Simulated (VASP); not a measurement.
# GaSi62 (a cell with a defect): single point with PBE+D3(BJ)

System: GaSi62 (a cell with a defect).

```
Si Ga
1.0
    10.86000    0.00000    0.00000
     0.00000   10.86000    0.00000
     0.00000    0.00000   10.86000
Si Ga
62 1
Direct
  0.49863 0.00052 0.00082
  0.62563 0.12624 0.12385
  0.74934 0.25282 0.99851
  0.87460 0.37551 0.12533
  0.74999 0.00340 0.25043
  0.87813 0.12448 0.37669
  0.00017 0.00091 0.00135
  0.12645 0.12365 0.12761
  0.24920 0.24993 0.00135
  0.37333 0.37613 0.12610
  0.49807 0.50491 0.99664
  0.62407 0.62604 0.12434
  0.74519 0.75203 0.99663
  0.87397 0.87677 0.12610
  0.25104 0.99908 0.25494
  0.37787 0.11804 0.38408
  0.49942 0.24719 0.25062
  0.62689 0.37178 0.37347
  0.74951 0.50061 0.24912
  0.87834 0.62325 0.37346
  0.50404 0.98898 0.51174
  0.62679 0.12575 0.62606
  0.75204 0.25012 0.49957
  0.86991 0.38019 0.62704
  0.75046 0.00127 0.75069
  0.87607 0.12664 0.87713
  0.99729 0.50077 0.99852
  0.12386 0.62449 0.12386
  0.24957 0.75148 0.00082
  0.37455 0.87556 0.12742
  0.00034 0.24978 0.24939
  0.12562 0.37200 0.37669
  0.24671 0.50013 0.25042
  0.37570 0.62276 0.37504
  0.50015 0.74996 0.25092
  0.62734 0.87442 0.37505
  0.00219 0.99850 0.50222
  0.12737 0.12276 0.62734
  0.25161 0.24794 0.50221
  0.37537 0.37530 0.62545
  0.50091 0.49635 0.49653
  0.61331 0.63680 0.61607
  0.75375 0.74921 0.49653
  0.87482 0.87475 0.62545
  0.25495 0.99518 0.75153
  0.37508 0.12608 0.87614
  0.50013 0.25034 0.75005
  0.62295 0.37809 0.87398
  0.73923 0.51089 0.74795
  0.87203 0.62716 0.87398
  0.00295 0.75071 0.25065
  0.13213 0.87224 0.38413
  0.99998 0.49808 0.49957
  0.12436 0.62331 0.62605
  0.26120 0.74606 0.51181
  0.99834 0.25179 0.74883
  0.12348 0.37404 0.87715
  0.24884 0.49965 0.75070
  0.37258 0.63337 0.86889
  0.61672 0.87752 0.86885
  0.99979 0.74999 0.75004
  0.12403 0.87504 0.87613
  0.44961 0.80035 0.67304
```

| Quantity | Value |
| --- | --- |
| Program | VASP 6.6.1 |
| Task | single point |
| Functional | PBE |
| Dispersion | D3(BJ) |
| Potentials or basis | VASP PAW PBE potentials, release 64 (Si, Ga_d) |
| Cutoff | 520 eV |
| k mesh | 1 × 1 × 1 |
| Occupations | gaussian, width 0.02 eV |
| Spin | collinear spin |

```yaml
Pressure: -0.6 GPa
Largest_force: 0.052 eV/Å
Net_moment: 1.00 μB per cell
Site_moments: Si +0.00, -0.00, +0.01, +0.02, +0.03, +0.10 (each value once); Ga +0.01 μB
Valence_electrons_inside_the_program's_atomic_spheres: Si 1.70, 1.68, 1.67, 1.64, 1.69, 1.66, 1.65 (each value once); Ga 11.46
Dispersion_energy_per_atom: -0.313 eV
```

Forces in eV/Å, atoms in the order of the input:
```
Si  -0.006 -0.008 -0.012
Si   0.001  0.005  0.001
Si  -0.006 -0.003 -0.006
Si   0.000  0.001  0.002
Si  -0.002 -0.005 -0.001
Si  -0.006 -0.005  0.001
Si   0.001 -0.012 -0.003
Si  -0.001  0.001  0.001
Si   0.011 -0.002 -0.003
Si  -0.006  0.002  0.001
Si  -0.002  0.004 -0.004
Si  -0.001  0.000  0.002
Si  -0.002  0.003 -0.005
Si   0.000  0.004  0.001
Si   0.002 -0.003  0.003
Si  -0.008  0.000  0.000
Si  -0.004 -0.001  0.005
Si  -0.002  0.000  0.003
Si  -0.001  0.001  0.002
Si   0.000  0.002  0.004
Si   0.014  0.002  0.008
Si   0.006  0.008  0.000
Si  -0.006 -0.004  0.008
Si   0.003 -0.003  0.011
Si  -0.001 -0.005 -0.014
Si  -0.002 -0.002  0.009
Si   0.004  0.005 -0.006
Si  -0.006 -0.002  0.000
Si   0.009  0.007 -0.012
Si  -0.004  0.003  0.002
Si   0.002 -0.002 -0.001
Si   0.005  0.006  0.000
Si   0.005  0.001 -0.001
Si   0.000 -0.004  0.001
Si   0.001  0.000  0.001
Si   0.004 -0.001 -0.001
Si   0.003 -0.002 -0.005
Si   0.003 -0.003  0.027
Si   0.003 -0.003 -0.004
Si  -0.001  0.000  0.004
Si   0.002  0.004 -0.005
Si   0.033 -0.033  0.019
Si  -0.003 -0.003 -0.004
Si   0.000  0.001  0.002
Si  -0.024  0.024  0.011
Si  -0.012 -0.020 -0.012
Si   0.002  0.007 -0.001
Si   0.003 -0.002 -0.001
Si  -0.009  0.009 -0.027
Si   0.001 -0.002 -0.001
Si   0.000  0.005  0.005
Si   0.000  0.007  0.000
Si   0.003  0.007  0.008
Si  -0.007 -0.006  0.000
Si  -0.001 -0.014  0.006
Si  -0.001  0.000 -0.027
Si   0.002  0.001  0.010
Si   0.004  0.001 -0.014
Si   0.011 -0.006  0.022
Si   0.006 -0.011  0.023
Si  -0.009 -0.001  0.000
Si   0.020  0.013 -0.012
Ga  -0.033  0.033 -0.022
```

Stress tensor (GPa, compression positive):
```
-0.63  0.17 -0.67
 0.17 -0.63  0.67
-0.67  0.67 -0.65
```

Levels at points of the mesh, in eV from the Fermi level:
Spin up:
| k point | band 127 | band 128 | band 129 | band 130 | band 131 | band 132 | band 133 | band 134 | band 135 | band 136 |
| --- | --- | --- | --- | --- | --- | --- | --- | --- | --- | --- |
| (0.00, 0.00, 0.00) | -1.10 | -0.97 | -0.96 | -0.74 | -0.05 | 0.05 | 0.17 | 0.17 | 0.21 | 0.21 |
Spin down:
| k point | band 127 | band 128 | band 129 | band 130 | band 131 | band 132 | band 133 | band 134 |
| --- | --- | --- | --- | --- | --- | --- | --- | --- |
| (0.00, 0.00, 0.00) | -1.07 | -0.95 | -0.89 | -0.74 | 0.07 | 0.10 | 0.19 | 0.19 |

Run time: 14 min on 1 thread of Intel(R) Xeon(R) Platinum 8259CL CPU @ 2.50GHz (Skylake/Cascade Lake), on a shared host, peak memory 1.4 GiB.

Caveat: the k points lie up to 0.58 Å⁻¹ apart.
